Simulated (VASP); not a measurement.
BP: single point with PBE

BP:

```xyz
2
Lattice="0.0000 2.2683 2.2683 2.2683 0.0000 2.2683 2.2683 2.2683 0.0000" Properties=species:S:1:pos:R:3 pbc="T T T"
B     0.0000    0.0000    0.0000
P     1.1342    1.1342    1.1342
```

```
Program             : VASP 6.6.1
Task                : single point
Functional          : PBE
Potentials or basis : VASP PAW PBE potentials, release 64 (B, P)
Cutoff              : 520 eV
k mesh              : 6 × 6 × 6
Occupations         : gaussian, width 0.01 eV
Spin                : no spin polarisation
```

```json
{
  "Pressure": "1.2 GPa",
  "Band gap on the k mesh": "1.33 eV, indirect (least direct gap 3.40 eV)"
}
```

Levels at points of the mesh, in eV from the valence-band top:
| k point | band 1 | band 2 | band 3 | band 4 | band 5 | band 6 | band 7 | band 8 | band 9 |
| --- | --- | --- | --- | --- | --- | --- | --- | --- | --- |
| (0.00, 0.00, 0.00) | -15.47 | 0.00 | 0.00 | 0.00 | 3.40 | 3.40 | 3.40 | 7.39 | 11.52 |
| (0.50, 0.00, 0.00) | -12.14 | -9.04 | -1.76 | -1.76 | 3.79 | 4.71 | 4.71 | 10.13 | 14.63 |
| (0.50, 0.50, 0.00) | -10.61 | -8.59 | -4.12 | -4.12 | 1.33 | 1.66 | 12.13 | 12.13 | 15.24 |

Wall time 1.8 s on 1 thread of Intel(R) Xeon(R) 6975P-C (Granite Rapids) (shared host), peak memory 0.13 GiB.

A k mesh can miss the band edges.
